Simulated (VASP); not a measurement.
Runs of VASP 6.6.1 on TlBr. The structure is cubic, space group Pm-3m (No. 221). Conventional cell: a = 3.946 Å, b = 3.946 Å, c = 3.946 Å, α = 90.00°, β = 90.00°, γ = 90.00°. Tl (site symmetry m-3m) has 8 Br at 3.42 Å and 6 Tl at 3.95 Å within 4.5 Å. Within 4.5 Å of Br (site symmetry m-3m) lie 8 Tl at 3.42 Å and 6 Br at 3.95 Å. 

```csv
level,potentials or basis,k mesh,cutoff (eV),smearing,grid for exact exchange (PRECFOCK),screening parameter,gap on the mesh (eV),pressure (GPa)
PBEsol,"VASP PAW PBE potentials, release 64 (Tl_d, Br)",4 × 4 × 4,500,gaussian 0.01 eV,-,-,1.65,-0.5
PBEsol,"VASP PAW PBE potentials, release 64 (Tl_d, Br)",4 × 4 × 4,500,methfessel-paxton 0.05 eV,-,-,1.65,-0.5
PBEsol,"VASP PAW PBE potentials, release 64 (Tl_d, Br)","4 × 4 × 4, shifted",500,gaussian 0.01 eV,-,-,3.04,(b)
LDA,"VASP PAW LDA potentials, release 64 (Tl_d, Br)",4 × 4 × 4,500,gaussian 0.01 eV,-,-,1.57,-2.0
HSE06,"VASP PAW PBE potentials, release 64 (Tl_d, Br)",2 × 2 × 2,400,gaussian 0.01 eV,Normal,0.2079 1/Å,2.49,(a)
```

Alike in all rows: task single point; no spin polarisation; cell as given.

Question: Fill in the values left out.

Answer: (a) 4.6; (b) -0.7.

Caveats: some runs use coarse meshes; spin-orbit coupling is left out, which moves the levels of the heavy elements; the PAW data sets were made with another functional, which shifts forces and pressure a little (some runs).

A k mesh can miss the band edges, and the runs leave out spin-orbit coupling on Br, Tl.
